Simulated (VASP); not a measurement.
# NbP (wurtzite type) (P6_3mc) in VASP: single point with PBE

Aim: the single point of NbP (wurtzite type) with PBE.

All numbers are computed with VASP 6.6.1; they aren't measurements. Logs are shortened: lines on timing, memory, paths and dates and some standing lists are left out, and cuts for length are marked.

### Step 1. The cell of the first run

Symmetry: P6_3mc, No. 186, hexagonal system. The conventional cell has a = 3.442 Å, b = 3.442 Å, c = 7.675 Å, α = 90.00°, β = 90.00°, γ = 120.00°. Within 3.2 Å of Nb (site symmetry 3m) lie 4 P at 2.42 to 2.44 Å. P (site symmetry 3m) has 4 Nb at 2.42 to 2.44 Å within 3.2 Å.

### Step 2. Single point, PBE

File INCAR:

```
SYSTEM = NbP
PREC = Accurate
ENCUT = 520
EDIFF = 1E-6
ISMEAR = -1
SIGMA = 0.03
LREAL = .False.
LASPH = .True.
NELM = 100
ALGO = Normal
ISIF = 2
LWAVE = .False.
LCHARG = .False.
GGA = PE
NBANDS = 26
```

File KPOINTS:

```
regular mesh
0
Gamma
  12 12 7
  0 0 0
```

File POSCAR:

```
NbP
1.0
    3.4419331712      0.0000000000      0.0000000000
   -1.7209665856      2.9808015644      0.0000000000
    0.0000000000      0.0000000000      7.6750351891
Nb P
2 2
Direct
    0.3333333333      0.6666666667      0.0304951889
    0.6666666667      0.3333333333      0.5304951889
    0.3333333333      0.6666666667      0.3455048111
    0.6666666667      0.3333333333      0.8455048111
```

Potentials or basis: VASP PAW PBE potentials, release 64 (Nb_sv, P).

On the command line:

```
> cat potpaw_PBE.64/Nb_sv/POTCAR potpaw_PBE.64/P/POTCAR > POTCAR
> mpirun -np 1 vasp_std > vasp.out
```

OUTCAR:

```text
SYSTEM = NbP
   PREC = Accurate
   ENCUT = 520
   EDIFF = 1E-6
   ISMEAR = -1
   LREAL = .False.
   LASPH = .True.
   NELM = 100
   ISIF = 2
   GGA = PE

 ion  position               nearest neighbor table
   1  0.333  0.667  0.030-   3 2.42   4 2.44   4 2.44   4 2.44
   2  0.667  0.333  0.530-   4 2.42   3 2.44   3 2.44   3 2.44
   3  0.333  0.667  0.346-   1 2.42   2 2.44   2 2.44   2 2.44
   4  0.667  0.333  0.846-   2 2.42   1 2.44   1 2.44   1 2.44

  LATTYP: Found a hexagonal cell.
 ALAT       =     3.4419331712
 C/A-ratio  =     2.2298617688

  Lattice vectors:

 A1 = (   3.4419331712,   0.0000000000,   0.0000000000)
 A2 = (  -1.7209665856,   2.9808015644,   0.0000000000)
 A3 = (   0.0000000000,   0.0000000000,   7.6750351891)

Analysis of symmetry for initial positions (statically):
=====================================================================
 Subroutine PRICEL returns:
 Original cell was already a primitive cell.

 Routine SETGRP: Setting up the symmetry group for a
 hexagonal supercell.

 Subroutine GETGRP returns: Found 12 space group operations
 (whereof  6 operations were pure point group operations)
 out of a pool of 24 trial point group operations.

The static configuration has the point symmetry C_3v.
 The point group associated with its full space group is C_6v.

Analysis of symmetry for dynamics (positions and initial velocities):
=====================================================================
 Subroutine PRICEL returns:
 Original cell was already a primitive cell.

 Routine SETGRP: Setting up the symmetry group for a
 hexagonal supercell.

 Subroutine GETGRP returns: Found 12 space group operations
 (whereof  6 operations were pure point group operations)
 out of a pool of 24 trial point group operations.

The dynamic configuration has the point symmetry C_3v.
 The point group associated with its full space group is C_6v.

 Subroutine INISYM returns: Found 12 space group operations
 (whereof  6 operations are pure point group operations),
 and found     1 'primitive' translations

----------------------------------------------------------------------------------------

                                     Primitive cell

  volume of cell :      78.7437

  direct lattice vectors                    reciprocal lattice vectors
     3.441933171  0.000000000  0.000000000     0.290534403  0.167740116  0.000000000
    -1.720966586  2.980801564  0.000000000     0.000000000  0.335480232  0.000000000
     0.000000000  0.000000000  7.675035189     0.000000000  0.000000000  0.130292562

  length of vectors
     3.441933171  3.441933171  7.675035189     0.335480232  0.335480232  0.130292562

  position of ions in fractional coordinates (direct lattice)
     0.333333333  0.666666667  0.030495189
     0.666666667  0.333333333  0.530495189
     0.333333333  0.666666667  0.345504811
     0.666666667  0.333333333  0.845504811

  ion indices of the primitive-cell ions
   primitive index   ion index
                 1           1
                 2           2
                 3           3
                 4           4

----------------------------------------------------------------------------------------

 KPOINTS: regular mesh

Automatic generation of k-mesh.
 Grid dimensions read from file:
 generate k-points for:   12   12    7

 Generating k-lattice:

  Cartesian coordinates                     Fractional coordinates (reciprocal lattice)
     0.024211200  0.013978343  0.000000000     0.083333333  0.000000000  0.000000000
     0.000000000  0.027956686  0.000000000     0.000000000  0.083333333  0.000000000
     0.000000000  0.000000000  0.018613223     0.000000000  0.000000000  0.142857143

  Length of vectors
     0.027956686  0.027956686  0.018613223

  Shift w.r.t. Gamma in fractional coordinates (k-lattice)
     0.000000000  0.000000000  0.000000000

 Subroutine IBZKPT returns following result:
 ===========================================

 Found     76 irreducible k-points:

 Following reciprocal coordinates:
            Coordinates               Weight
  0.000000  0.000000  0.000000      1.000000
  0.083333  0.000000  0.000000      6.000000
  0.166667  0.000000  0.000000      6.000000
  0.250000 -0.000000  0.000000      6.000000
  0.333333 -0.000000  0.000000      6.000000
  0.416667 -0.000000  0.000000      6.000000
[... 16 lines left out ...]
  0.250000 -0.000000  0.142857     12.000000
  0.333333 -0.000000  0.142857     12.000000
 [... further k-points ...]
   k-points           NKPTS =     76   k-points in BZ     NKDIM =     76   number of bands    NBANDS=     26
   number of dos      NEDOS =    301   number of ions     NIONS =      4
   total plane-waves  NPLWV =  47040
   dimension x,y,z NGX =    28 NGY =   28 NGZ =   60
   dimension x,y,z NGXF=    56 NGYF=   56 NGZF=  120
   ions per type =               2   2
   NGX,Y,Z   is equivalent  to a cutoff of  13.52, 13.52, 13.00 a.u.
   NGXF,Y,Z  is equivalent  to a cutoff of  27.05, 27.05, 25.99 a.u.
 SYSTEM =  NbP
   PREC   = accura    normal or accurate (medium, high low for compatibility)
   ISTART =      0    job   : 0-new  1-cont  2-samecut
   ICHARG =      2    charge: 1-file 2-atom 10-const
   ISPIN  =      1    spin polarized calculation?
   LNONCOLLINEAR =      F non collinear calculations
   LSORBIT =      F    spin-orbit coupling
   LASPH  =      T    aspherical Exc in radial PAW
   ENCUT  =  520.0 eV  38.22 Ry    6.18 a.u.   6.40  6.40 14.27*2*pi/ulx,y,z
   NELM   =    100;   NELMIN=  2; NELMDL= -5     # of ELM steps
   EDIFF  = 0.1E-05   stopping-criterion for ELM
   LREAL  =      F    real-space projection
   EDIFFG = 0.1E-04   stopping-criterion for IOM
   NSW    =      0    number of steps for IOM
   IBRION =     -1    ionic relax: 0-MD 1-quasi-New 2-CG
   NFREE  =      0    steps in history (QN), initial steepest desc. (CG)
   ISIF   =      2    stress and relaxation
   ISYM   =      2    0-nonsym 1-usesym 2-fastsym
   POTIM  = 0.5000    time-step for ionic-motion
   TEBEG  =    0.0;   TEEND  =   0.0 temperature during run
   PSTRESS=    0.0 pullay stress
   NELECT =      36.0000    total number of electrons
   NUPDOWN=      -1.0000    fix difference up-down
   EMIN   =  10.00;   EMAX   =-10.00  energy-range for DOS
   EFERMI =   0.00;   METHOD = LEGACY
   ISMEAR =    -1;   SIGMA  =   0.03  broadening in eV -4-tet -1-fermi 0-gaus
   EFERMI_NEDOS =   21; number of points for ismear=-14 and -15
   IALGO  =     38    algorithm
   IMIX   =      4    mixing-type and parameters
     AMIX     =   0.40;   BMIX     =  1.00
     AMIX_MAG =   1.60;   BMIX_MAG =  1.00
  volume/ion in A,a.u.               =      19.69       132.85
  Fermi-wavevector in a.u.,A,eV,Ry     =   1.261161  2.383248 21.640419  1.590526
  Thomas-Fermi vector in A             =   2.394634
   LORBIT       =      0    0 simple, 1 ext, 2 COOP (PROOUT), +10 PAW based schemes
   GGA     = PE    functional components
   LHFCALC =     F    Hartree Fock is set to
   AEXX    =    0.0000 exact exchange contribution
   IVDW    =     0    specifies the selected vdW correction
   LEPSILON=     F    determine dielectric tensor
   LRPA    =     F    only Hartree local field effects (RPA)
 non-spin polarized calculation
  energy-cutoff  :      520.00
  volume of cell :       78.74
 maximum number of plane-waves:      2143
 NGX is ok and might be reduce to    28
   NGX = 13   NGY = 13   NGZ = 29

 number of electron      36.0000000 magnetization

 Free energy of the ion-electron system (eV)
  ---------------------------------------------------
  ext. energy  EPLUGINS =         0.00000000
  ---------------------------------------------------
  free energy    TOTEN  =       -32.03228320 eV

  energy without entropy =      -32.02683751  energy(sigma->0) =      -32.02956035

 E-fermi :   8.0250     XC(G=0): -10.8382

 val. band max:        7.9953778874   @ k =   0.0833   0.0000   0.1429
 cond. band min:       8.0308267780   @ k =   0.2500   0.2500   0.4286
 fundamental gap:      0.0354488907
 Fermi energy:         8.0249552777

 k-point     1 :       0.0000    0.0000    0.0000
  band No.  band energies     occupation
      1     -47.0554      2.00000
      2     -47.0536      2.00000
      3     -23.2398      2.00000
      4     -23.1833      2.00000
      5     -23.0235      2.00000
      6     -23.0235      2.00000
[... 18 lines left out ...]
     25      13.5658      0.00000
     26      13.5737      0.00000

 k-point     2 :       0.0833    0.0000    0.0000
  band No.  band energies     occupation
      1     -47.0538      2.00000
      2     -47.0521      2.00000
      3     -23.2362      2.00000
      4     -23.1815      2.00000
      5     -23.0408      2.00000
      6     -23.0383      2.00000
[... 18 lines left out ...]
     25      13.1916      0.00000
     26      13.6502      0.00000

 k-point     3 :       0.1667    0.0000    0.0000
  band No.  band energies     occupation
      1     -47.0496      2.00000
      2     -47.0481      2.00000
      3     -23.2265      2.00000
      4     -23.1766      2.00000
      5     -23.0876      2.00000
      6     -23.0854      2.00000
[... 18 lines left out ...]
     25      12.9323      0.00000
     26      13.8393      0.00000

 k-point     4 :       0.2500   -0.0000    0.0000
  band No.  band energies     occupation
      1     -47.0439      2.00000
      2     -47.0426      2.00000
      3     -23.2142      2.00000
      4     -23.1731      2.00000
      5     -23.1491      2.00000
      6     -23.1469      2.00000
[... 18 lines left out ...]
     25      13.2464      0.00000
     26      13.9956      0.00000
[... 496 lines left out ...]
      1     -47.0496      2.00000
      2     -47.0482      2.00000
      3     -23.2241      2.00000
      4     -23.1792      2.00000
      5     -23.0874      2.00000
      6     -23.0855      2.00000
[... 18 lines left out ...]
     25      12.8216      0.00000
     26      13.6640      0.00000

 k-point    23 :       0.2500   -0.0000    0.1429
  band No.  band energies     occupation
      1     -47.0438      2.00000
      2     -47.0427      2.00000
      3     -23.2123      2.00000
      4     -23.1754      2.00000
      5     -23.1489      2.00000
      6     -23.1466      2.00000
[... 18 lines left out ...]
     25      13.1189      0.00000
     26      13.8317      0.00000

 k-point    24 :       0.3333   -0.0000    0.1429
  band No.  band energies     occupation
      1     -47.0381      2.00000
      2     -47.0372      2.00000
      3     -23.2238      2.00000
      4     -23.2166      2.00000
      5     -23.1857      2.00000
      6     -23.1626      2.00000
[... 18 lines left out ...]
     25      13.2354      0.00000
     26      13.7410      0.00000

 [... further k-points ...]

------------------------ aborting loop because EDIFF is reached ----------------------------------------

  FORCE on cell =-STRESS in cart. coord.  units (eV):
  Direction    XX          YY          ZZ          XY          YZ          ZX
  --------------------------------------------------------------------------------------
  -------------------------------------------------------------------------------------
  Total       -0.1145663     -0.1145663     -0.1618017      0.0000000      0.0000000      0.0000000
  in kB       -2.3310505     -2.3310505     -3.2921368      0.0000000      0.0000000      0.0000000
  external PRESSURE =      -2.6514126 kB  Pullay stress =       0.0000000 kB

 VOLUME and BASIS-vectors are now :
 -----------------------------------------------------------------------------
  energy-cutoff  :      520.00
  volume of cell :       78.74
      direct lattice vectors                 reciprocal lattice vectors
     3.441933171  0.000000000  0.000000000     0.290534403  0.167740116  0.000000000
    -1.720966586  2.980801564  0.000000000     0.000000000  0.335480232  0.000000000
     0.000000000  0.000000000  7.675035189     0.000000000  0.000000000  0.130292562

 POSITION                                       TOTAL-FORCE (eV/Angst)
 -----------------------------------------------------------------------------------
     -0.00000      1.98720      0.23405        -0.000000      0.000000     -0.011252
      1.72097      0.99360      4.07157         0.000000     -0.000000     -0.011252
     -0.00000      1.98720      2.65176        -0.000000     -0.000000      0.011252
      1.72097      0.99360      6.48928        -0.000000     -0.000000      0.011252
 -----------------------------------------------------------------------------------
    total drift:                               -0.000000      0.000000      0.001200

  FREE ENERGIE OF THE ION-ELECTRON SYSTEM (eV)
  ---------------------------------------------------
  free  energy   TOTEN  =       -32.0322832010 eV

  energy  without entropy=      -32.0268375083  energy(sigma->0) =      -32.02956035
```

Run time: 62 s. Hardware: 1 thread of Intel Xeon 6975P-C (Granite Rapids), shared host; peak memory 0.28 GiB.

What came out:

| Quantity | Value |
| --- | --- |
| Free energy | -32.0323 eV |
| Pressure | -0.3 GPa |
| Largest force | 0.011 eV/Å |
| Band gap on the k mesh | zero (bands 18 and 19 overlap by 0.45 eV) |

Forces in eV/Å, atoms in the order of the input:
```
Nb   0.000  0.000 -0.011
Nb   0.000  0.000 -0.011
P    0.000  0.000  0.011
P    0.000  0.000  0.011
```

The gap in the log of VASP goes by the Fermi energy; the results here count the filled bands.